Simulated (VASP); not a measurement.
# Cu (P6_3/mmc) in VASP: a series of runs

Cu is run at these levels: PBEsol; tasks: single point.

Everything below comes from runs of VASP 6.6.1. Logs are shortened: lines on timing, memory, paths and dates and some standing lists are left out, and cuts for length are marked.

## 1. The cell of the first run

The structure is hexagonal, space group P6_3/mmc (No. 194). The conventional cell has a = 2.521 Å, b = 2.521 Å, c = 4.117 Å, α = 90.00°, β = 90.00°, γ = 120.00°. Within 3.3 Å of Cu (site symmetry -6m2) lie 12 Cu at 2.52 Å.

## 2. Single point, PBEsol

The input, INCAR:

```
  ALGO = Fast
  EDIFF = 1E-7
  ENCUT = 520
  GGA = PS
  ISIF = 2
  ISMEAR = 0
  LASPH = T
  LCHARG = F
  LREAL = F
  LWAVE = F
  NBANDS = 18
  NELM = 100
  PREC = Accurate
  SIGMA = 0.1
```

The input, KPOINTS:

```
k-points
0
Gamma
  15 15 9
```

The input, POSCAR:

```
Cu
1.0
    2.5205910253      0.0000000000      0.0000000000
   -1.2602955127      2.1828958605      0.0000000000
    0.0000000000      0.0000000000      4.1165232668
Cu
2
Direct
    0.3333333333      0.6666666667      0.2500000000
    0.6666666667      0.3333333333      0.7500000000
```

Potentials or basis: VASP PAW PBE potentials, release 64 (Cu).

Launch:

```sh
> cat potpaw_PBE.64/Cu/POTCAR > POTCAR
> mpirun -np 1 vasp_std > vasp.out
```

OUTCAR:

```text
EDIFF = 1E-7
   ENCUT = 520
   GGA = PS
   ISIF = 2
   ISMEAR = 0
   LASPH = T
   LREAL = F
   NELM = 100
   PREC = Accurate

 ion  position               nearest neighbor table
   1  0.333  0.667  0.250-   2 2.52   2 2.52   2 2.52   2 2.52   2 2.52   2 2.52
   2  0.667  0.333  0.750-   1 2.52   1 2.52   1 2.52   1 2.52   1 2.52   1 2.52

  LATTYP: Found a hexagonal cell.
 ALAT       =     2.5205910253
 C/A-ratio  =     1.6331579481

  Lattice vectors:

 A1 = (   2.5205910253,   0.0000000000,   0.0000000000)
 A2 = (  -1.2602955127,   2.1828958605,   0.0000000000)
 A3 = (   0.0000000000,   0.0000000000,   4.1165232668)

Analysis of symmetry for initial positions (statically):
=====================================================================
 Subroutine PRICEL returns:
 Original cell was already a primitive cell.

 Routine SETGRP: Setting up the symmetry group for a
 hexagonal supercell.

 Subroutine GETGRP returns: Found 24 space group operations
 (whereof 12 operations were pure point group operations)
 out of a pool of 24 trial point group operations.

The static configuration has the point symmetry D_3d.
 The point group associated with its full space group is D_6h.

Analysis of symmetry for dynamics (positions and initial velocities):
=====================================================================
 Subroutine PRICEL returns:
 Original cell was already a primitive cell.

 Routine SETGRP: Setting up the symmetry group for a
 hexagonal supercell.

 Subroutine GETGRP returns: Found 24 space group operations
 (whereof 12 operations were pure point group operations)
 out of a pool of 24 trial point group operations.

The dynamic configuration has the point symmetry D_3d.
 The point group associated with its full space group is D_6h.

 Subroutine INISYM returns: Found 24 space group operations
 (whereof 12 operations are pure point group operations),
 and found     1 'primitive' translations

----------------------------------------------------------------------------------------

                                     Primitive cell

  volume of cell :      22.6499

  direct lattice vectors                    reciprocal lattice vectors
     2.520591025  0.000000000  0.000000000     0.396732350  0.229053529  0.000000000
    -1.260295513  2.182895860  0.000000000     0.000000000  0.458107058  0.000000000
     0.000000000  0.000000000  4.116523267     0.000000000  0.000000000  0.242923442

  length of vectors
     2.520591025  2.520591025  4.116523267     0.458107058  0.458107058  0.242923442

  position of ions in fractional coordinates (direct lattice)
     0.333333333  0.666666667  0.250000000
     0.666666667  0.333333333  0.750000000

  ion indices of the primitive-cell ions
   primitive index   ion index
                 1           1
                 2           2

----------------------------------------------------------------------------------------

 KPOINTS: k-points

Automatic generation of k-mesh.
 Grid dimensions read from file:
 generate k-points for:   15   15    9

 Generating k-lattice:

  Cartesian coordinates                     Fractional coordinates (reciprocal lattice)
     0.026448823  0.015270235  0.000000000     0.066666667  0.000000000  0.000000000
     0.000000000  0.030540471  0.000000000     0.000000000  0.066666667  0.000000000
     0.000000000  0.000000000  0.026991494     0.000000000  0.000000000  0.111111111

  Length of vectors
     0.030540471  0.030540471  0.026991494

  Shift w.r.t. Gamma in fractional coordinates (k-lattice)
     0.000000000  0.000000000  0.000000000

 Subroutine IBZKPT returns following result:
 ===========================================

 Found    135 irreducible k-points:

 Following reciprocal coordinates:
            Coordinates               Weight
  0.000000  0.000000  0.000000      1.000000
  0.066667 -0.000000  0.000000      6.000000
  0.133333 -0.000000  0.000000      6.000000
  0.200000 -0.000000  0.000000      6.000000
  0.266667 -0.000000  0.000000      6.000000
  0.333333 -0.000000  0.000000      6.000000
[... 16 lines left out ...]
  0.333333  0.200000  0.000000     12.000000
  0.400000  0.200000  0.000000      6.000000
 [... further k-points ...]
   k-points           NKPTS =    135   k-points in BZ     NKDIM =    135   number of bands    NBANDS=     18
   number of dos      NEDOS =    301   number of ions     NIONS =      2
   total plane-waves  NPLWV =  12800
   dimension x,y,z NGX =    20 NGY =   20 NGZ =   32
   dimension x,y,z NGXF=    40 NGYF=   40 NGZF=   64
   ions per type =               2
   NGX,Y,Z   is equivalent  to a cutoff of  13.19, 13.19, 12.92 a.u.
   NGXF,Y,Z  is equivalent  to a cutoff of  26.38, 26.38, 25.85 a.u.
 SYSTEM =  unknown system
   PREC   = accura    normal or accurate (medium, high low for compatibility)
   ISTART =      0    job   : 0-new  1-cont  2-samecut
   ICHARG =      2    charge: 1-file 2-atom 10-const
   ISPIN  =      1    spin polarized calculation?
   LNONCOLLINEAR =      F non collinear calculations
   LSORBIT =      F    spin-orbit coupling
   LASPH  =      T    aspherical Exc in radial PAW
   ENCUT  =  520.0 eV  38.22 Ry    6.18 a.u.   4.69  4.69  7.65*2*pi/ulx,y,z
   NELM   =    100;   NELMIN=  2; NELMDL= -5     # of ELM steps
   EDIFF  = 0.1E-06   stopping-criterion for ELM
   LREAL  =      F    real-space projection
   EDIFFG = 0.1E-05   stopping-criterion for IOM
   NSW    =      0    number of steps for IOM
   IBRION =     -1    ionic relax: 0-MD 1-quasi-New 2-CG
   NFREE  =      0    steps in history (QN), initial steepest desc. (CG)
   ISIF   =      2    stress and relaxation
   ISYM   =      2    0-nonsym 1-usesym 2-fastsym
   POTIM  = 0.5000    time-step for ionic-motion
   TEBEG  =    0.0;   TEEND  =   0.0 temperature during run
   PSTRESS=    0.0 pullay stress
   NELECT =      22.0000    total number of electrons
   NUPDOWN=      -1.0000    fix difference up-down
   EMIN   =  10.00;   EMAX   =-10.00  energy-range for DOS
   EFERMI =   0.00;   METHOD = LEGACY
   ISMEAR =     0;   SIGMA  =   0.10  broadening in eV -4-tet -1-fermi 0-gaus
   EFERMI_NEDOS =   21; number of points for ismear=-14 and -15
   IALGO  =     68    algorithm
   IMIX   =      4    mixing-type and parameters
     AMIX     =   0.40;   BMIX     =  1.00
     AMIX_MAG =   1.60;   BMIX_MAG =  1.00
  volume/ion in A,a.u.               =      11.32        76.42
  Fermi-wavevector in a.u.,A,eV,Ry     =   1.621289  3.063792 35.763969  2.628578
  Thomas-Fermi vector in A             =   2.715089
   LORBIT       =      0    0 simple, 1 ext, 2 COOP (PROOUT), +10 PAW based schemes
   GGA     = PS    functional components
   LHFCALC =     F    Hartree Fock is set to
   AEXX    =    0.0000 exact exchange contribution
   IVDW    =     0    specifies the selected vdW correction
   LEPSILON=     F    determine dielectric tensor
   LRPA    =     F    only Hartree local field effects (RPA)
 non-spin polarized calculation
 RMM-DIIS sequential band-by-band and
 Gauss-broadening in eV      SIGMA  =   0.10
  energy-cutoff  :      520.00
  volume of cell :       22.65
 maximum number of plane-waves:       624
 NGX is ok and might be reduce to    20

 number of electron      21.9999982 magnetization

 Free energy of the ion-electron system (eV)
  ---------------------------------------------------
  ext. energy  EPLUGINS =         0.00000000
  ---------------------------------------------------
  free energy    TOTEN  =        -8.60468508 eV

  energy without entropy =       -8.60166517  energy(sigma->0) =       -8.60317512

 E-fermi :   7.9134     XC(G=0): -13.1546

 val. band max:        7.8959350858   @ k =   0.2667   0.2000   0.4444
 cond. band min:       7.9201706051   @ k =   0.2667   0.0667   0.3333
 fundamental gap:      0.0242355193
 Fermi energy:         7.9133786386

 k-point     1 :       0.0000    0.0000    0.0000
  band No.  band energies     occupation
      1      -1.7844      2.00000
      2       2.5893      2.00000
      3       4.7644      2.00000
      4       4.8235      2.00000
      5       4.8235      2.00000
      6       5.0463      2.00000
[... 10 lines left out ...]
     17      31.9416      0.00000
     18      31.9830      0.00000

 k-point     2 :       0.0667   -0.0000    0.0000
  band No.  band energies     occupation
      1      -1.6361      2.00000
      2       2.6765      2.00000
      3       4.6690      2.00000
      4       4.8793      2.00000
      5       4.9040      2.00000
      6       5.0190      2.00000
[... 10 lines left out ...]
     17      32.5525      0.00000
     18      32.7612      0.00000

 k-point     3 :       0.1333   -0.0000    0.0000
  band No.  band energies     occupation
      1      -1.1975      2.00000
      2       2.9134      2.00000
      3       4.5163      2.00000
      4       4.8780      2.00000
      5       4.9149      2.00000
      6       5.0401      2.00000
[... 10 lines left out ...]
     17      31.5291      0.00000
     18      33.0287      0.00000

 k-point     4 :       0.2000   -0.0000    0.0000
  band No.  band energies     occupation
      1      -0.4912      2.00000
      2       3.2125      2.00000
      3       4.3606      2.00000
      4       4.3710      2.00000
      5       4.8189      2.00000
      6       5.1174      2.00000
[... 375 lines left out ...]
      4       3.9302      2.00000
      5       4.5984      2.00000
      6       4.9598      2.00000
[... 10 lines left out ...]
     17      23.4841      0.00000
     18      24.6393      0.00000

 k-point    23 :       0.3333    0.2000    0.0000
  band No.  band energies     occupation
      1       3.1769      2.00000
      2       3.5158      2.00000
      3       3.5497      2.00000
      4       4.0865      2.00000
      5       4.5944      2.00000
      6       4.8270      2.00000
[... 10 lines left out ...]
     17      21.2324      0.00000
     18      24.2600      0.00000

 k-point    24 :       0.4000    0.2000    0.0000
  band No.  band energies     occupation
      1       3.3306      2.00000
      2       3.4924      2.00000
      3       3.5061      2.00000
      4       4.1915      2.00000
      5       4.6181      2.00000
      6       4.7546      2.00000
[... 10 lines left out ...]
     17      20.0303      0.00000
     18      24.1334      0.00000

 [... further k-points ...]
[... 5 lines left out ...]
  --------------------------------------------------------------------------------------
  -------------------------------------------------------------------------------------
  Total       -0.0119631     -0.0119631      0.3617808      0.0000000     -0.0000000      0.0000000
  in kB       -0.8462291     -0.8462291     25.5911702      0.0000000     -0.0000000      0.0000000
  external PRESSURE =       7.9662374 kB  Pullay stress =       0.0000000 kB

 VOLUME and BASIS-vectors are now :
 -----------------------------------------------------------------------------
  energy-cutoff  :      520.00
  volume of cell :       22.65
      direct lattice vectors                 reciprocal lattice vectors
     2.520591025  0.000000000  0.000000000     0.396732350  0.229053529  0.000000000
    -1.260295513  2.182895860  0.000000000     0.000000000  0.458107058  0.000000000
     0.000000000  0.000000000  4.116523267     0.000000000  0.000000000  0.242923442

 POSITION                                       TOTAL-FORCE (eV/Angst)
 -----------------------------------------------------------------------------------
     -0.00000      1.45526      1.02913         0.000000      0.000000      0.000000
      1.26030      0.72763      3.08739        -0.000000      0.000000     -0.000000
 -----------------------------------------------------------------------------------
    total drift:                               -0.000000      0.000000     -0.000000

  FREE ENERGIE OF THE ION-ELECTRON SYSTEM (eV)
  ---------------------------------------------------
  free  energy   TOTEN  =        -8.6046850787 eV

  energy  without entropy=       -8.6016651697  energy(sigma->0) =       -8.60317512
```

Run time: 43 s. Hardware: 1 thread of AMD EPYC 7R43 (Zen 3), shared host; peak memory 0.13 GiB.

Results:

```yaml
Free_energy: -8.6047 eV
Pressure: 0.8 GPa
Band_gap_on_the_k_mesh: zero (band 11 reaches 12.02 eV, above the bottom of band 12 at 5.98 eV)
```

Stress tensor (GPa, compression positive):
```
-0.08  0.00  0.00
 0.00 -0.08  0.00
 0.00  0.00  2.56
```

Caveat: the PAW data sets were made with another functional, which shifts forces and pressure a little.

## 3. Single point, PBEsol (biaxial strain in the a-b plane: +6.0 %, then relaxed in part)

The input, INCAR:

```
PREC     = Accurate       # precision mode
ENCUT    = 520            # plane-wave cutoff, eV
EDIFF    = 1E-6           # SCF threshold, eV
ISMEAR   = 0              # smearing method
SIGMA    = 0.1            # smearing width, eV
LREAL    = False          # projectors in reciprocal space
LASPH    = True           # aspherical terms in the spheres
NELM     = 80             # most SCF steps
ALGO     = Fast           # electronic algorithm
ISIF     = 2              # what is computed and relaxed
LWAVE    = False          # write WAVECAR
LCHARG   = False          # write CHGCAR
GGA      = PS             # functional
NBANDS   = 18             # bands
```

The input, KPOINTS:

```
Automatic mesh
0
Gamma
  24 24 12
```

The input, POSCAR:

```
Cu
1.0
    2.6718264867      0.0000000000      0.0000000000
   -1.3359132434      2.3138696120      0.0000000000
    0.0000000000      0.0000000000      3.9480694575
Cu
2
Direct
    0.3333333333      0.6666666667      0.2500000000
    0.6666666667      0.3333333333      0.7500000000
```

Potentials or basis: VASP PAW PBE potentials, release 64 (Cu).

Launch:

```sh
> cat potpaw_PBE.64/Cu/POTCAR > POTCAR
> mpirun -np 1 vasp_std > vasp.out
```

Run time: 2.2 min. Hardware: 1 thread of AMD EPYC 7R13 (Zen 3), shared host; peak memory 0.23 GiB.

The run converged. Its results:

* Free energy: -8.4742 eV
* Pressure: -8.6 GPa
* Band gap on the k mesh: zero (band 11 reaches 10.49 eV, above the bottom of band 12 at 5.14 eV)

Stress tensor (GPa, compression positive):
```
-12.94   0.00   0.00
  0.00 -12.94   0.00
  0.00   0.00   0.16
```

Levels at points of the mesh, in eV from the Fermi level:
| k point | band 8 | band 9 | band 10 | band 11 | band 12 | band 13 | band 14 | band 15 |
| --- | --- | --- | --- | --- | --- | --- | --- | --- |
| (0.00, 0.00, 0.00) | -2.61 | -2.60 | -1.67 | -1.67 | 0.04 | 5.02 | 19.10 | 19.10 |
| (0.50, 0.00, 0.00) | -1.77 | -1.60 | -1.44 | -0.24 | 1.08 | 8.07 | 8.82 | 11.01 |
| (0.00, 0.00, 0.50) | -2.95 | -1.86 | -1.86 | -1.86 | -1.86 | 14.80 | 14.80 | 20.52 |
| (0.50, 0.00, 0.50) | -1.88 | -1.65 | -1.65 | 0.40 | 0.40 | 4.44 | 4.44 | 14.71 |

Caveat: the cell differs from its parent crystal (biaxial strain in the a-b plane: +6.0 %, then relaxed in part); the PAW data sets were made with another functional, which shifts forces and pressure a little.

## 4. Single point, PBEsol (biaxial strain in the a-b plane: +6.0 %)

The input, INCAR:

```
ALGO = Fast
EDIFF = 1E-6
ENCUT = 520
GGA = PS
ISIF = 2
ISMEAR = 0
LASPH = True
LCHARG = False
LREAL = False
LWAVE = False
NBANDS = 18
NELM = 60
PREC = Accurate
SIGMA = 0.1
```

The input, KPOINTS:

```
k-points
0
Gamma
  24 24 12
```

POSCAR, as its differences from that of step 3:

```diff
@@ -4,3 +4,3 @@
    -1.3359132434      2.3138696120      0.0000000000
-    0.0000000000      0.0000000000      3.9480694575
+    0.0000000000      0.0000000000      3.9683284299
 Cu
```

Launch:

```sh
> cat potpaw_PBE.64/Cu/POTCAR > POTCAR
> mpirun -np 1 vasp_std > vasp.out
```

It took 2.3 min on 1 thread of AMD EPYC 7R13 (Zen 3), shared host; peak memory 0.23 GiB.

The run converged. Its results:

* Free energy: -8.4742 eV
* Pressure: -9.3 GPa
* Band gap on the k mesh: zero (band 11 reaches 10.44 eV, above the bottom of band 12 at 5.08 eV)

Stress tensor (GPa, compression positive):
```
-13.39   0.00   0.00
  0.00 -13.39   0.00
  0.00   0.00  -1.13
```

Levels at points of the mesh, in eV from the Fermi level:
```tsv
k point	band 9	band 10	band 11	band 12	band 13	band 14
(0.00, 0.00, 0.00)	-2.60	-1.67	-1.67	-0.01	4.90	19.13
(0.50, 0.00, 0.00)	-1.60	-1.44	-0.23	1.09	8.01	8.73
(0.00, 0.00, 0.50)	-1.87	-1.87	-1.87	-1.87	14.61	14.61
(0.50, 0.00, 0.50)	-1.65	-1.65	0.40	0.40	4.42	4.42
```

Caveat: the cell differs from its parent crystal (biaxial strain in the a-b plane: +6.0 %); the PAW data sets were made with another functional, which shifts forces and pressure a little.

## 5. Single point, PBEsol

This run uses another cell than the first one: it holds 6 atoms, not 2.

The input, INCAR:

```
SYSTEM = Cu
PREC = Accurate ; ENCUT = 520
EDIFF = 1E-6 ; ISMEAR = 0
SIGMA = 0.15 ; LREAL = .False.
LASPH = .True. ; NELM = 60
ALGO = Fast ; ISIF = 2
LWAVE = .False. ; LCHARG = .False.
GGA = PS ; NBANDS = 42
```

The input, KPOINTS:

```
regular mesh
0
Gamma
  27 27 5
  0 0 0
```

The input, POSCAR:

```
Cu
1.0
   -1.2602955130     -2.1828958610      0.0000000000
    1.2602955130     -2.1828958610      0.0000000000
    0.0000000000      0.0000000000     12.3495698094
Cu
6
Direct
    0.6666666667      0.6666666667      0.0833333333
    0.6666666667      0.6666666667      0.4166666667
    0.6666666667      0.6666666667      0.7500000000
    0.3333333333      0.3333333333      0.2500000000
    0.3333333333      0.3333333333      0.5833333333
    0.3333333333      0.3333333333      0.9166666667
```

Launch:

```sh
> cat potpaw_PBE.64/Cu/POTCAR > POTCAR
> mpirun -np 1 vasp_std > vasp.out
```

Run time: 8.9 min. Hardware: 1 thread of Intel Xeon Platinum 8559C (Emerald Rapids), shared host; peak memory 0.51 GiB.

It converged, with:

- Free energy: -25.8072 eV
- Pressure: 1.1 GPa
- Band gap on the k mesh: zero (band 33 reaches 11.50 eV, above the bottom of band 34 at 6.11 eV)

Stress tensor (GPa, compression positive):
```
0.68 0.00 0.00
0.00 0.68 0.00
0.00 0.00 1.94
```

Levels at points of the mesh, in eV from the Fermi level:
| k point | band 29 | band 30 | band 31 | band 32 | band 33 | band 34 | band 35 | band 36 | band 37 | band 38 |
| --- | --- | --- | --- | --- | --- | --- | --- | --- | --- | --- |
| (0.00, 0.00, 0.00) | -2.23 | -1.86 | -1.86 | -1.86 | -1.86 | -1.77 | -1.77 | -1.16 | 3.95 | 8.86 |

Caveat: the PAW data sets were made with another functional, which shifts forces and pressure a little.

## 6. The runs side by side

```csv
cell,k mesh,smearing,further INCAR settings,gap on the mesh (eV),pressure (GPa)
"a = 2.521, b = 2.521, c = 4.117 Å, angles 90.0, 90.0, 120.0°, 2 atoms",15 × 15 × 9,gaussian 0.1 eV,ALGO = Fast; EDIFF = 1e-07; NBANDS = 18,none,0.8
"a = 2.672, b = 2.672, c = 3.948 Å, angles 90.0, 90.0, 120.0°, 2 atoms",24 × 24 × 12,gaussian 0.1 eV,ALGO = Fast; EDIFF = 1e-06; NBANDS = 18,none,-8.6
"a = 2.672, b = 2.672, c = 3.968 Å, angles 90.0, 90.0, 120.0°, 2 atoms",24 × 24 × 12,gaussian 0.1 eV,ALGO = Fast; EDIFF = 1e-06; NBANDS = 18,none,-9.3
"a = 2.521, b = 2.521, c = 12.350 Å, angles 90.0, 90.0, 60.0°, 6 atoms",27 × 27 × 5,gaussian 0.15 eV,ALGO = Fast; EDIFF = 1e-06; NBANDS = 42,none,1.1
```

Alike in all rows: task single point; level PBEsol; potentials or basis VASP PAW PBE potentials, release 64 (Cu); no spin polarisation; cutoff (eV) 520.

Caveats: the PAW data sets were made with another functional, which shifts forces and pressure a little.

Total energies depend on the potentials used, so only differences within one code and one set of settings carry meaning.
